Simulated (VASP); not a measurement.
# KBr in VASP: further runs

The runs below take KBr through single point, with PBE, r2SCAN, HSE06.

All numbers are computed with VASP 6.6.1; they aren't measurements. Logs are shortened: lines on timing, memory, paths and dates and some standing lists are left out, and cuts for length are marked.

## 1. The cell of the first run

The structure is tetragonal, space group I4/mmm (No. 139). The conventional cell has a = 4.525 Å, b = 4.525 Å, c = 6.661 Å, α = 90.00°, β = 90.00°, γ = 90.00°. K (site symmetry 4/mmm) has 6 Br at 3.20 to 3.33 Å within 4.2 Å. Br (site symmetry 4/mmm) has 6 K at 3.20 to 3.33 Å within 4.2 Å.

## 2. Single point, PBE (epitaxial xy strain -3.1%)

Contents of INCAR:

```
PREC = Accurate
ENCUT = 520
EDIFF = 1E-6
ISMEAR = -1
SIGMA = 0.02
LREAL = False
LASPH = True
NELM = 60
ALGO = Normal
ISIF = 2
LWAVE = False
LCHARG = True
GGA = PE
LELF = True
LVHAR = True
NBANDS = 15
```

Contents of KPOINTS:

```
regular mesh
0
Gamma
  6 6 6
```

Contents of POSCAR:

```
KBr
1.0
    0.0000000000      3.1995479129      3.3305686952
    3.1995479129      0.0000000000      3.3305686952
    3.1995479129      3.1995479129      0.0000000000
K Br
1 1
Direct
    0.0000000000      0.0000000000      0.0000000000
    0.5000000000      0.5000000000      0.5000000000
```

Potentials or basis: VASP PAW PBE potentials, release 64 (K_sv, Br).

Started as:

```sh
$ cat potpaw_PBE.64/K_sv/POTCAR potpaw_PBE.64/Br/POTCAR > POTCAR
$ mpirun -np 1 vasp_std > vasp.out
```

OUTCAR:

```text
PREC = Accurate
   ENCUT = 520
   EDIFF = 1E-6
   ISMEAR = -1
   LREAL = False
   LASPH = True
   NELM = 60
   ISIF = 2
   GGA = PE

 ion  position               nearest neighbor table
   1  0.000  0.000  0.000-   2 3.20   2 3.20   2 3.20   2 3.20
   2  0.500  0.500  0.500-   1 3.20   1 3.20   1 3.20   1 3.20

  LATTYP: Found a body centered tetragonal cell.
 ALAT       =     4.5248440519
 C/A-ratio  =     1.4721252963

  Lattice vectors:

 A1 = (  -3.1995479129,   0.0000000000,   3.3305686952)
 A2 = (   3.1995479129,   0.0000000000,   3.3305686952)
 A3 = (   0.0000000000,   3.1995479129,  -3.3305686952)

Analysis of symmetry for initial positions (statically):
=====================================================================
 Subroutine PRICEL returns:
 Original cell was already a primitive cell.

 Routine SETGRP: Setting up the symmetry group for a
 body centered tetragonal supercell.

 Subroutine GETGRP returns: Found 16 space group operations
 (whereof 16 operations were pure point group operations)
 out of a pool of 16 trial point group operations.

The static configuration has the point symmetry D_4h.

Analysis of symmetry for dynamics (positions and initial velocities):
=====================================================================
 Subroutine PRICEL returns:
 Original cell was already a primitive cell.

 Routine SETGRP: Setting up the symmetry group for a
 body centered tetragonal supercell.

 Subroutine GETGRP returns: Found 16 space group operations
 (whereof 16 operations were pure point group operations)
 out of a pool of 16 trial point group operations.

The dynamic configuration has the point symmetry D_4h.

 Subroutine INISYM returns: Found 16 space group operations
 (whereof 16 operations are pure point group operations),
 and found     1 'primitive' translations

----------------------------------------------------------------------------------------

                                     Primitive cell

  volume of cell :      68.1908

  direct lattice vectors                    reciprocal lattice vectors
     0.000000000  3.199547913  3.330568695    -0.156272078  0.156272078  0.150124512
     3.199547913  0.000000000  3.330568695     0.156272078 -0.156272078  0.150124512
     3.199547913  3.199547913  0.000000000     0.156272078  0.156272078 -0.150124512

  length of vectors
     4.618419067  4.618419067  4.524844052     0.267169036  0.267169036  0.267169036

  position of ions in fractional coordinates (direct lattice)
     0.000000000  0.000000000  0.000000000
[... 88 lines left out ...]
   PSTRESS=    0.0 pullay stress
   NELECT =      16.0000    total number of electrons
   NUPDOWN=      -1.0000    fix difference up-down
   EMIN   =  10.00;   EMAX   =-10.00  energy-range for DOS
   EFERMI =   0.00;   METHOD = LEGACY
   ISMEAR =    -1;   SIGMA  =   0.02  broadening in eV -4-tet -1-fermi 0-gaus
   EFERMI_NEDOS =   21; number of points for ismear=-14 and -15
   IALGO  =     38    algorithm
   IMIX   =      4    mixing-type and parameters
     AMIX     =   0.40;   BMIX     =  1.00
     AMIX_MAG =   1.60;   BMIX_MAG =  1.00
  volume/ion in A,a.u.               =      34.10       230.09
  Fermi-wavevector in a.u.,A,eV,Ry     =   1.009732  1.908118 13.871949  1.019559
  Thomas-Fermi vector in A             =   2.142679
   LORBIT       =      0    0 simple, 1 ext, 2 COOP (PROOUT), +10 PAW based schemes
   GGA     = PE    functional components
   LHFCALC =     F    Hartree Fock is set to
   AEXX    =    0.0000 exact exchange contribution
   IVDW    =     0    specifies the selected vdW correction
   LEPSILON=     F    determine dielectric tensor
   LRPA    =     F    only Hartree local field effects (RPA)
 non-spin polarized calculation
  energy-cutoff  :      520.00
  volume of cell :       68.19
 maximum number of plane-waves:      1857
 NGX is ok and might be reduce to    36
   NGX = 17   NGY = 17   NGZ = 17

 number of electron      16.0000002 magnetization

 Free energy of the ion-electron system (eV)
  ---------------------------------------------------
  ext. energy  EPLUGINS =         0.00000000
  ---------------------------------------------------
  free energy    TOTEN  =        -6.17684035 eV

  energy without entropy =       -6.17684035  energy(sigma->0) =       -6.17684035

 E-fermi :  -1.0812     XC(G=0):  -7.5811

 val. band max:       -1.5125448877   @ k =   0.0000   0.0000   0.0000
 cond. band min:       3.0520916423   @ k =   0.0000   0.0000   0.0000
 fundamental gap:      4.5646365300
 Fermi energy:        -1.0812063861

 k-point     1 :       0.0000    0.0000    0.0000
  band No.  band energies     occupation
      1     -29.1922      2.00000
      2     -13.8848      2.00000
      3     -12.6758      2.00000
      4     -12.6758      2.00000
      5     -12.6741      2.00000
      6      -1.5411      2.00000
      7      -1.5125      2.00000
      8      -1.5125      2.00000
      9       3.0521      0.00000
     10       5.9195      0.00000
     11       6.1766      0.00000
     12       6.1766      0.00000
     13       6.8643      0.00000
     14       7.0354      0.00000
[... 401 lines left out ...]
      2     -13.8652      2.00000
      3     -12.7482      2.00000
      4     -12.7114      2.00000
      5     -12.6377      2.00000
      6      -2.3811      2.00000
      7      -1.9929      2.00000
      8      -1.8604      2.00000
      9       4.7168      0.00000
     10       6.1289      0.00000
     11       7.6300      0.00000
     12       8.1675      0.00000
     13       8.5150      0.00000
     14       9.0913      0.00000
     15       9.7313      0.00000

 [... further k-points ...]

------------------------ aborting loop because EDIFF is reached ----------------------------------------

  FORCE on cell =-STRESS in cart. coord.  units (eV):
  Direction    XX          YY          ZZ          XY          YZ          ZX
  --------------------------------------------------------------------------------------
  -------------------------------------------------------------------------------------
  Total        1.0201588      1.0201588      0.3267069      0.0000000      0.0000000     -0.0000000
  in kB       23.9691554     23.9691554      7.6761465      0.0000000      0.0000000     -0.0000000
  external PRESSURE =      18.5381524 kB  Pullay stress =       0.0000000 kB

 VOLUME and BASIS-vectors are now :
 -----------------------------------------------------------------------------
  energy-cutoff  :      520.00
  volume of cell :       68.19
      direct lattice vectors                 reciprocal lattice vectors
     0.000000000  3.199547913  3.330568695    -0.156272078  0.156272078  0.150124512
     3.199547913  0.000000000  3.330568695     0.156272078 -0.156272078  0.150124512
     3.199547913  3.199547913  0.000000000     0.156272078  0.156272078 -0.150124512

 POSITION                                       TOTAL-FORCE (eV/Angst)
 -----------------------------------------------------------------------------------
      0.00000      0.00000      0.00000         0.000000      0.000000     -0.000000
      3.19955      3.19955      3.33057        -0.000000     -0.000000      0.000000
 -----------------------------------------------------------------------------------
    total drift:                                0.000000      0.000000      0.000000

  FREE ENERGIE OF THE ION-ELECTRON SYSTEM (eV)
  ---------------------------------------------------
  free  energy   TOTEN  =        -6.1768403541 eV

  energy  without entropy=       -6.1768403541  energy(sigma->0) =       -6.17684035
```

OSZICAR:

```text
N       E                     dE             d eps       ncg     rms          rms(c)
DAV:   1     0.995004131389E+02    0.99500E+02   -0.68666E+03   900   0.938E+02
DAV:   2    -0.872638902365E-02   -0.99509E+02   -0.91686E+02  1196   0.228E+02
DAV:   3    -0.611996378439E+01   -0.61112E+01   -0.60783E+01  1229   0.501E+01
DAV:   4    -0.633896447300E+01   -0.21900E+00   -0.21895E+00  1381   0.844E+00
DAV:   5    -0.634050459158E+01   -0.15401E-02   -0.15401E-02  1243   0.818E-01    0.347E+00
DAV:   6    -0.617760504045E+01    0.16290E+00   -0.20850E-01  1152   0.225E+00    0.254E+00
DAV:   7    -0.616764974244E+01    0.99553E-02   -0.10752E-01  1208   0.179E+00    0.110E+00
DAV:   8    -0.617580364564E+01   -0.81539E-02   -0.11554E-02   999   0.796E-01    0.116E-01
DAV:   9    -0.617652839159E+01   -0.72475E-03   -0.67035E-04  1208   0.161E-01    0.748E-02
DAV:  10    -0.617682144598E+01   -0.29305E-03   -0.28361E-04   935   0.978E-02    0.109E-02
DAV:  11    -0.617683903897E+01   -0.17593E-04   -0.24656E-05  1161   0.301E-02    0.645E-03
DAV:  12    -0.617684026954E+01   -0.12306E-05   -0.34301E-06   955   0.126E-02    0.151E-03
DAV:  13    -0.617684035413E+01   -0.84587E-07   -0.88454E-08  1010   0.177E-03
   1 F= -.61768404E+01 E0= -.61768404E+01  d E =-.440553E-11
```

stdout:

```text
POSCAR found type information on POSCAR K Br
 POSCAR found :  2 types and       2 ions
 scaLAPACK will be used
 LDA part: xc-table for (Slater+PW92), standard interpolation
 POSCAR, INCAR and KPOINTS ok, starting setup
 FFT: planning ... GRIDC
 FFT: planning ... GRID_SOFT
 FFT: planning ... GRID
 WAVECAR not read
 entering main loop
```

Run time: 78 s. Hardware: 1 thread of Oxide Virtual Turin-like, shared host; peak memory 0.18 GiB.

Results:

- Free energy: -6.1768 eV
- Pressure: 1.9 GPa
- Band gap on the k mesh: 4.56 eV

Caveat: the cell differs from its parent crystal (epitaxial xy strain -3.1%).

(Continued in part 2 of 2.)
